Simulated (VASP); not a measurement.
Fe: single point with PBEsol

Fe:

```
CELL_PARAMETERS angstrom
0.00000 2.33655 2.33655
2.33655 0.00000 2.33655
2.33655 2.33655 0.00000
ATOMIC_POSITIONS crystal
Fe 0.12500 0.12500 0.12500
Fe 0.87500 0.87500 0.87500
```

This cell differs from its parent crystal: volume scaled by 0.92.

```yaml
Program: VASP 6.6.1
Task: single point
Functional: PBEsol
Potentials_or_basis: VASP PAW PBE potentials, release 64 (Fe)
Cutoff: 520 eV
k_mesh: 13 × 13 × 13
Occupations: fermi-dirac, width 0.05 eV
Spin: collinear spin, antiferromagnetic start
Starting_moments: "[2.5, -2.5] μB"
```

```json
{
 "Pressure": "14.6 GPa",
 "Band gap on the k mesh": "zero (filled and empty bands overlap)",
 "Net moment": "0.00 μB per cell",
 "Valence electrons inside the program's atomic spheres": "Fe 7.75"
}
```

Levels at points of the mesh, in eV from the Fermi level:
Spin up:
```csv
k point,band 5,band 6,band 7,band 8,band 9,band 10,band 11,band 12
"(0.00, 0.00, 0.00)",-2.80,-2.80,-0.46,-0.46,-0.46,1.50,1.50,15.53
```
Spin down:
```tsv
k point	band 6	band 7	band 8	band 9	band 10	band 11
(0.00, 0.00, 0.00)	-2.80	-0.46	-0.46	-0.46	1.50	1.50
```

Run time: 49 s on 1 thread of Intel(R) Xeon(R) 6975P-C (Granite Rapids), with other jobs on the host, peak memory 0.2 GiB.

Caveat: the starting moments collapsed, and a magnetic state may lie lower; the PAW data sets were made with another functional, which shifts forces and pressure a little.
